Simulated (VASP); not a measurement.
# AgCl in VASP: notebook

AgCl is run at these levels: LDA; tasks: single point.

All numbers are computed with VASP 6.6.1; they aren't measurements. Logs are shortened: lines on timing, memory, paths and dates and some standing lists are left out, and cuts for length are marked.

## Step 1: The cell of the first run

The cell holds a slab with vacuum, 12 atoms: a = 5.315 Å, b = 6.563 Å, c = 16.329 Å, α = 90.00°, β = 90.00°, γ = 110.30°.

## Step 2: Single point, LDA

File INCAR:

```
SYSTEM = AgCl
PREC     = Accurate       ! precision mode
ENCUT    = 520            ! plane-wave cutoff, eV
EDIFF    = 1E-7           ! SCF threshold, eV
ISMEAR   = -1             ! smearing method
SIGMA    = 0.05           ! smearing width, eV
LREAL    = .False.        ! projectors in reciprocal space
LASPH    = .True.         ! aspherical terms in the spheres
NELM     = 80             ! most SCF steps
ALGO     = Normal         ! electronic algorithm
ISIF     = 2              ! what is computed and relaxed
LWAVE    = .False.        ! write WAVECAR
LCHARG   = .False.        ! write CHGCAR
NBANDS   = 66             ! bands
```

File KPOINTS:

```
Automatic mesh
0
Gamma
  2 2 1
  0 0 0
```

File POSCAR:

```
AgCl
1.0
    5.3146610000      0.0000000000      0.0000000000
   -2.2773570000      6.1553540000      0.0000000000
    0.0000000000      0.0000000000     16.3285760000
Ag Cl
6 6
Direct
    0.8588795000      0.9354773083      0.1049478000
    0.6743638000      0.3077958083      0.0789894000
    0.3339145071      0.1064176064      0.2511461306
    0.2484315206      0.5089680000      0.2099120633
    0.9448929206      0.4379500681      0.3485275193
    0.6207952096      0.7510757469      0.3334783274
    0.1969092000      0.3691972083      0.0612423000
    0.3363341000      0.8740759083      0.1226949000
    0.7572225725      0.5841096555      0.1891048775
    0.8423060757      0.1084836281      0.2621741422
    0.1804345084      0.8160449535      0.3757596064
    0.4407801610      0.3670840222      0.3799817602
```

Potentials or basis: VASP PAW LDA potentials, release 64 (Ag, Cl).

Command:

```bash
$ cat potpaw_LDA.64/Ag/POTCAR potpaw_LDA.64/Cl/POTCAR > POTCAR
$ mpirun -np 1 vasp_std > vasp.out
```

OUTCAR:

```text
SYSTEM = AgCl
   PREC = Accurate
   ENCUT = 520
   EDIFF = 1E-7
   ISMEAR = -1
   LREAL = .False.
   LASPH = .True.
   NELM = 80
   ISIF = 2

 ion  position               nearest neighbor table
   1  0.859  0.935  0.105-   9 2.58   8 2.68   8 2.72  10 2.82   7 2.88   2 2.96   3 3.37
   2  0.674  0.308  0.079-   9 2.48   7 2.68   7 2.72   8 2.88   1 2.96   3 3.36   4 3.58
   3  0.334  0.106  0.251-   8 2.60  10 2.62  12 2.65  10 2.70  11 2.71   4 2.91   2 3.36   1 3.37
                             6 3.47   5 3.59
   4  0.248  0.509  0.210-   7 2.58   9 2.60   8 2.69   5 2.72   9 2.84   6 2.89  10 2.89   3 2.91
                             2 3.58
   5  0.945  0.438  0.349-  11 2.40  10 2.48  12 2.61   4 2.72  12 2.88   9 3.06   6 3.12   6 3.47
                             3 3.59
   6  0.621  0.751  0.333-  12 2.48  10 2.52  11 2.61   9 2.80   4 2.89  11 2.94   5 3.12   3 3.47
                             5 3.47
   7  0.197  0.369  0.061-   4 2.58   2 2.68   2 2.72   1 2.88
   8  0.336  0.874  0.123-   3 2.60   1 2.68   4 2.69   1 2.72   2 2.88
   9  0.757  0.584  0.189-   2 2.48   1 2.58   4 2.60   6 2.80   4 2.84   5 3.06
  10  0.842  0.108  0.262-   5 2.48   6 2.52   3 2.62   3 2.70   1 2.82   4 2.89
  11  0.180  0.816  0.376-   5 2.40   6 2.61   3 2.71   6 2.94
  12  0.441  0.367  0.380-   6 2.48   5 2.61   3 2.65   5 2.88

  LATTYP: Found a simple monoclinic cell.
 ALAT       =     5.3146610000
 B/A-ratio  =     3.0723645403
 C/A-ratio  =     1.2349112675
 COS(beta)  =    -0.3469922661

  Lattice vectors:

 A1 = (   5.3146610000,   0.0000000000,   0.0000000000)
 A2 = (   0.0000000000,   0.0000000000, -16.3285760000)
 A3 = (  -2.2773570000,   6.1553540000,   0.0000000000)

Analysis of symmetry for initial positions (statically):
=====================================================================
 Subroutine PRICEL returns:
 Original cell was already a primitive cell.

 Routine SETGRP: Setting up the symmetry group for a
 simple monoclinic supercell.

 Subroutine GETGRP returns: Found  1 space group operations
 (whereof  1 operations were pure point group operations)
 out of a pool of  4 trial point group operations.

The static configuration has the point symmetry C_1 .

Analysis of symmetry for dynamics (positions and initial velocities):
=====================================================================
 Subroutine PRICEL returns:
 Original cell was already a primitive cell.

 Routine SETGRP: Setting up the symmetry group for a
 simple monoclinic supercell.

[... 114 lines left out ...]
   NELECT =     108.0000    total number of electrons
   NUPDOWN=      -1.0000    fix difference up-down
   EMIN   =  10.00;   EMAX   =-10.00  energy-range for DOS
   EFERMI =   0.00;   METHOD = LEGACY
   ISMEAR =    -1;   SIGMA  =   0.05  broadening in eV -4-tet -1-fermi 0-gaus
   EFERMI_NEDOS =   21; number of points for ismear=-14 and -15
   IALGO  =     38    algorithm
   IMIX   =      4    mixing-type and parameters
     AMIX     =   0.40;   BMIX     =  1.00
     AMIX_MAG =   1.60;   BMIX_MAG =  1.00
  volume/ion in A,a.u.               =      44.51       300.39
  Fermi-wavevector in a.u.,A,eV,Ry     =   0.960853  1.815750 12.561432  0.923239
  Thomas-Fermi vector in A             =   2.090174
   LORBIT       =      0    0 simple, 1 ext, 2 COOP (PROOUT), +10 PAW based schemes
   GGA     = CA    functional components
   LHFCALC =     F    Hartree Fock is set to
   AEXX    =    0.0000 exact exchange contribution
   IVDW    =     0    specifies the selected vdW correction
   LEPSILON=     F    determine dielectric tensor
   LRPA    =     F    only Hartree local field effects (RPA)
 non-spin polarized calculation
  energy-cutoff  :      520.00
  volume of cell :      534.17
 maximum number of plane-waves:     14422
 NGX is ok and might be reduce to    40
   NGX = 19   NGY = 25   NGZ = 61

 number of electron     108.0000011 magnetization

 Free energy of the ion-electron system (eV)
  ---------------------------------------------------
  ext. energy  EPLUGINS =         0.00000000
  ---------------------------------------------------
  free energy    TOTEN  =       -38.97484183 eV

  energy without entropy =      -38.97478064  energy(sigma->0) =      -38.97481123

 E-fermi :  -0.8479     XC(G=0):  -5.4564

 val. band max:       -1.3354303599   @ k =   0.5000   0.5000   0.0000
 cond. band min:      -0.3949562953   @ k =   0.0000   0.0000   0.0000
 fundamental gap:      0.9404740646
 Fermi energy:        -0.8478976717

 k-point     1 :       0.0000    0.0000    0.0000
  band No.  band energies     occupation
      1     -16.8932      2.00000
      2     -16.4827      2.00000
      3     -16.0731      2.00000
      4     -15.8533      2.00000
      5     -15.7632      2.00000
      6     -15.5656      2.00000
[... 265 lines left out ...]
     65       5.1265      0.00000
     66       5.2420      0.00000

------------------------ aborting loop because EDIFF is reached ----------------------------------------

  FORCE on cell =-STRESS in cart. coord.  units (eV):
  Direction    XX          YY          ZZ          XY          YZ          ZX
  --------------------------------------------------------------------------------------
  -------------------------------------------------------------------------------------
  Total       -4.9726853     -0.6276227     -0.1542562      0.0446769      1.1505714      0.1562136
  in kB      -14.9150477     -1.8824886     -0.4626754      0.1340037      3.4510180      0.4685463
  external PRESSURE =      -5.7534039 kB  Pullay stress =       0.0000000 kB

 VOLUME and BASIS-vectors are now :
 -----------------------------------------------------------------------------
  energy-cutoff  :      520.00
  volume of cell :      534.17
      direct lattice vectors                 reciprocal lattice vectors
     5.314661000  0.000000000  0.000000000     0.188158756  0.069614950  0.000000000
    -2.277357000  6.155354000  0.000000000     0.000000000  0.162460193  0.000000000
     0.000000000  0.000000000 16.328576000     0.000000000  0.000000000  0.061242328

 POSITION                                       TOTAL-FORCE (eV/Angst)
 -----------------------------------------------------------------------------------
      2.43424      5.75819      1.71365        -0.014780      0.469365      0.225596
      2.88305      1.89459      1.28978         0.069975     -0.428418      0.154694
      1.53229      0.65504      4.10086        -0.008937     -0.022067      0.020850
      0.16123      3.13288      3.42757        -0.002855      0.010908      0.008588
      4.02442      2.69574      5.69096        -0.009346      0.008766      0.027711
      1.58885      4.62314      5.44523        -0.003385     -0.010404      0.019032
      0.20571      2.27254      1.00000        -0.285164     -0.892893     -0.077163
     -0.20308      5.38025      2.00343         0.250168      0.830211     -0.344094
      2.69416      3.59540      3.08781        -0.002289      0.011364     -0.006587
      4.22952      0.66776      4.28093         0.021600     -0.006527      0.010296
     -0.89948      5.02305      6.13562        -0.011085      0.030328     -0.024689
      1.50662      2.25953      6.20456        -0.003903     -0.000633     -0.014234
 -----------------------------------------------------------------------------------
    total drift:                                0.000295      0.000596      0.000388

  FREE ENERGIE OF THE ION-ELECTRON SYSTEM (eV)
  ---------------------------------------------------
  free  energy   TOTEN  =       -38.9748418286 eV

  energy  without entropy=      -38.9747806351  energy(sigma->0) =      -38.97481123
```

stdout:

```text
POSCAR found type information on POSCAR AgCl
 POSCAR found :  2 types and      12 ions
 scaLAPACK will be used
 LDA part: xc-table for (Slater(with rela. corr.)+CA(PZ))
 , standard interpolation
 POSCAR, INCAR and KPOINTS ok, starting setup
 FFT: planning ... GRIDC
 FFT: planning ... GRID_SOFT
 FFT: planning ... GRID
 WAVECAR not read
 entering main loop
```

Run time: 9.8 min. Hardware: 1 thread of Oxide Virtual Turin-like, shared host; peak memory 0.41 GiB.

Results:

```yaml
Free_energy: -38.9748 eV
Largest_force: 0.940 eV/Å
Band_gap_on_the_k_mesh: 0.94 eV, indirect (least direct gap 1.35 eV)
```

Forces on the atoms (eV/Å):
```
Ag  -0.015  0.469  0.226
Ag   0.070 -0.428  0.155
Ag  -0.009 -0.022  0.021
Ag  -0.003  0.011  0.009
Ag  -0.009  0.009  0.028
Ag  -0.003 -0.010  0.019
Cl  -0.285 -0.893 -0.077
Cl   0.250  0.830 -0.344
Cl  -0.002  0.011 -0.007
Cl   0.022 -0.007  0.010
Cl  -0.011  0.030 -0.025
Cl  -0.004 -0.001 -0.014
```

Caveat: the k points lie up to 0.63 Å⁻¹ apart.

## Step 3: Single point, LDA

File INCAR:

```
SYSTEM = AgCl
PREC = Accurate
ENCUT = 520
EDIFF = 1E-7
ISMEAR = -1
SIGMA = 0.05
LREAL = .False.
LASPH = .True.
NELM = 60
ALGO = Normal
ISIF = 2
LWAVE = .False.
LCHARG = .False.
NBANDS = 66
```

KPOINTS is that of step 2.

File POSCAR:

```
AgCl
1.0
    5.3146610000      0.0000000000      0.0000000000
   -2.2773570000      6.1553540000      0.0000000000
    0.0000000000      0.0000000000     16.3285760000
Ag Cl
6 6
Direct
    0.8588728462      0.9354782844      0.1049448525
    0.6743729919      0.3077970820      0.0789903541
    0.2765267735      0.2011744572      0.2176674806
    0.0975069643      0.5447615198      0.2243428943
    0.7997478606      0.3729273735      0.3722859850
    0.5462465504      0.7240038510      0.3809946440
    0.1969042292      0.3691907890      0.0612423276
    0.3363273091      0.8740683314      0.1226928790
    0.6903399903      0.5805515004      0.1750673176
    0.7479498959      0.0230531014      0.3014163636
    0.0988810377      0.7485515861      0.3729412779
    0.3309021792      0.3314512861      0.3995388208
```

Potentials or basis: VASP PAW LDA potentials, release 64 (Ag, Cl).

Command:

```bash
$ cat potpaw_LDA.64/Ag/POTCAR potpaw_LDA.64/Cl/POTCAR > POTCAR
$ mpirun -np 1 vasp_std > vasp.out
```

OUTCAR:

```text
SYSTEM = AgCl
   PREC = Accurate
   ENCUT = 520
   EDIFF = 1E-7
   ISMEAR = -1
   LREAL = .False.
   LASPH = .True.
   NELM = 60
   ISIF = 2

 ion  position               nearest neighbor table
   1  0.859  0.935  0.105-   9 2.47   8 2.68   8 2.72   7 2.88   3 2.94   2 2.96
   2  0.674  0.308  0.079-   9 2.36   7 2.68   7 2.72   8 2.88   1 2.96   3 3.01   4 3.27
   3  0.277  0.201  0.218-   4 2.74   8 2.75   9 2.78   7 2.87   1 2.94  10 2.97   2 3.01  12 3.08

   4  0.098  0.545  0.224-   9 2.40   8 2.67   3 2.74  11 2.77   5 2.89   7 3.02   2 3.27   6 3.42

   5  0.800  0.373  0.372-  11 2.43  12 2.45  10 2.50   4 2.89  12 2.96   6 3.05
   6  0.546  0.724  0.381-  10 2.29  11 2.44  12 2.45  11 2.89   5 3.05   4 3.42
   7  0.197  0.369  0.061-   2 2.68   2 2.72   3 2.87   1 2.88   4 3.02
   8  0.336  0.874  0.123-   4 2.67   1 2.68   1 2.72   3 2.75   2 2.88
   9  0.690  0.581  0.175-   2 2.36   4 2.40   1 2.47   3 2.78
  10  0.748  0.023  0.301-   6 2.29   5 2.50   3 2.97
  11  0.099  0.749  0.373-   5 2.43   6 2.44   4 2.77   6 2.89
  12  0.331  0.331  0.400-   6 2.45   5 2.45   5 2.96   3 3.08

[... 466 lines left out ...]
     66       5.4583      0.00000

------------------------ aborting loop because EDIFF is reached ----------------------------------------

  FORCE on cell =-STRESS in cart. coord.  units (eV):
  Direction    XX          YY          ZZ          XY          YZ          ZX
  --------------------------------------------------------------------------------------
  -------------------------------------------------------------------------------------
  Total       -2.2139857      0.4625331     -2.9284536     -1.0056375      0.4511298      2.2953869
  in kB       -6.6406176      1.3873194     -8.7835891     -3.0163042      1.3531165      6.8847722
  external PRESSURE =      -4.6789624 kB  Pullay stress =       0.0000000 kB

 VOLUME and BASIS-vectors are now :
 -----------------------------------------------------------------------------
  energy-cutoff  :      520.00
  volume of cell :      534.17
      direct lattice vectors                 reciprocal lattice vectors
     5.314661000  0.000000000  0.000000000     0.188158756  0.069614950  0.000000000
    -2.277357000  6.155354000  0.000000000     0.000000000  0.162460193  0.000000000
     0.000000000  0.000000000 16.328576000     0.000000000  0.000000000  0.061242328

 POSITION                                       TOTAL-FORCE (eV/Angst)
 -----------------------------------------------------------------------------------
      2.43420      5.75820      1.71360        -0.034048      0.797666      0.175511
      2.88310      1.89460      1.28980         0.450324     -0.900547     -0.258141
      1.01150      1.23830      3.55420        -0.077198     -0.278379      0.205912
     -0.72240      3.35320      3.66320         0.723434      0.106338      0.421563
      3.40110      2.29550      6.07890         0.301489     -0.170213     -0.380058
      1.25430      4.45650      6.22110         0.370724     -0.791400      0.063421
      0.20570      2.27250      1.00000        -0.685048     -1.017485      0.025932
     -0.20310      5.38020      2.00340        -0.185710      0.868226     -0.030434
      2.34680      3.57350      2.85860        -0.588576      0.235987      0.849524
      3.92260      0.14190      4.92170         0.236840      1.304778     -0.931000
     -1.17920      4.60760      6.08960        -0.403315      0.008633      0.026294
      1.00380      2.04020      6.52390        -0.108914     -0.163605     -0.168524
 -----------------------------------------------------------------------------------
    total drift:                                0.000771     -0.000517      0.000926

  FREE ENERGIE OF THE ION-ELECTRON SYSTEM (eV)
  ---------------------------------------------------
  free  energy   TOTEN  =       -37.6784911332 eV

  energy  without entropy=      -37.6413285403  energy(sigma->0) =      -37.65990984
```

Wall time 10 min (1 thread of Oxide Virtual Turin-like, shared host); peak memory 0.41 GiB.

What came out:

| Item | Value |
| --- | --- |
| Free energy | -37.6785 eV |
| Largest force | 1.620 eV/Å |
| Band gap on the k mesh | 0.09 eV, indirect (least direct gap 1.08 eV) |

Forces in eV/Å, atoms in the order of the input:
```
Ag  -0.034  0.798  0.176
Ag   0.450 -0.901 -0.258
Ag  -0.077 -0.278  0.206
Ag   0.723  0.106  0.422
Ag   0.301 -0.170 -0.380
Ag   0.371 -0.791  0.063
Cl  -0.685 -1.017  0.026
Cl  -0.186  0.868 -0.030
Cl  -0.589  0.236  0.850
Cl   0.237  1.305 -0.931
Cl  -0.403  0.009  0.026
Cl  -0.109 -0.164 -0.169
```

Levels at points of the mesh, in eV from the valence-band top:
```csv
k point,band 52,band 53,band 54,band 55,band 56,band 57
"(0.00, 0.00, 0.00)",-1.51,-1.34,-0.99,0.09,1.73,2.71
"(0.50, 0.00, 0.00)",-0.90,-0.68,-0.06,1.54,2.14,2.98
"(0.00, 0.50, 0.00)",-1.52,-1.26,-1.10,1.35,1.59,2.26
"(0.50, 0.50, 0.00)",-1.01,-0.64,0.00,1.40,2.26,2.91
```

Caveat: the k points lie up to 0.63 Å⁻¹ apart.

## Step 4: Single point, LDA

File INCAR:

```
  ALGO = Normal
  EDIFF = 1E-7
  ENCUT = 520
  ISIF = 2
  ISMEAR = -1
  LASPH = T
  LCHARG = F
  LREAL = F
  LWAVE = F
  NBANDS = 66
  NELM = 60
  PREC = Accurate
  SIGMA = 0.05
```

File KPOINTS:

```
k-points
0
Gamma
  2 2 1
```

File POSCAR:

```
AgCl
1.0
    5.3146610000      0.0000000000      0.0000000000
   -2.2773570000      6.1553540000      0.0000000000
    0.0000000000      0.0000000000     16.3285760000
Ag Cl
6 6
Direct
    0.8588728462      0.9354782844      0.1049448525
    0.6743729919      0.3077970820      0.0789903541
    0.2304925513      0.2276717147      0.2403883841
    0.1982978738      0.7099835363      0.2605187372
    0.7407416472      0.3166349165      0.3700506401
    0.5602403035      0.6832425885      0.3593883508
    0.1969042292      0.3691907890      0.0612423276
    0.3363273091      0.8740683314      0.1226928790
    0.6991842230      0.6281523370      0.2009422010
    0.7261075174      0.1507955513      0.2422501509
    0.0694761977      0.7465858178      0.4029255215
    0.2600837978      0.2966848048      0.4069185212
```

Command:

```bash
$ cat potpaw_LDA.64/Ag/POTCAR potpaw_LDA.64/Cl/POTCAR > POTCAR
$ mpirun -np 1 vasp_std > vasp.out
```

It took 8.7 min on 1 thread of Oxide Virtual Turin-like, shared host; peak memory 0.41 GiB.

The run converged. Its results:

```
Free energy            : -37.6470 eV
Largest force          : 1.091 eV/Å
Band gap on the k mesh : 0.95 eV, indirect (least direct gap 1.40 eV)
```

Forces on the atoms (eV/Å):
```
Ag   0.204  0.730  0.085
Ag   0.008 -0.026  0.436
Ag   0.165  0.124 -0.156
Ag  -0.562  0.169 -0.521
Ag   0.052  0.652  0.632
Ag   0.663 -0.191  0.315
Cl  -0.296 -0.958  0.334
Cl  -0.731  0.283 -0.759
Cl   0.061 -0.540  0.393
Cl   0.516 -0.086  0.148
Cl  -0.252 -0.300 -0.449
Cl   0.172  0.143 -0.458
```

Levels at points of the mesh, in eV from the valence-band top:
```
           k point  band 50  band 51  band 52  band 53  band 54  band 55  band 56  band 57  band 58  band 59
(0.00, 0.00, 0.00)    -1.00    -0.78    -0.71    -0.52    -0.45     0.95     2.15     2.63     3.22     3.90
(0.50, 0.00, 0.00)    -0.76    -0.57    -0.46    -0.30     0.00     2.67     3.40     3.88     4.01     4.34
(0.00, 0.50, 0.00)    -1.22    -1.16    -1.08    -0.62    -0.52     2.07     2.17     2.55     3.03     3.17
(0.50, 0.50, 0.00)    -0.83    -0.52    -0.41    -0.35     0.00     2.63     3.26     3.68     3.82     4.24
```

Caveat: the k points lie up to 0.63 Å⁻¹ apart.

(Part 1 of 2 ends here.)
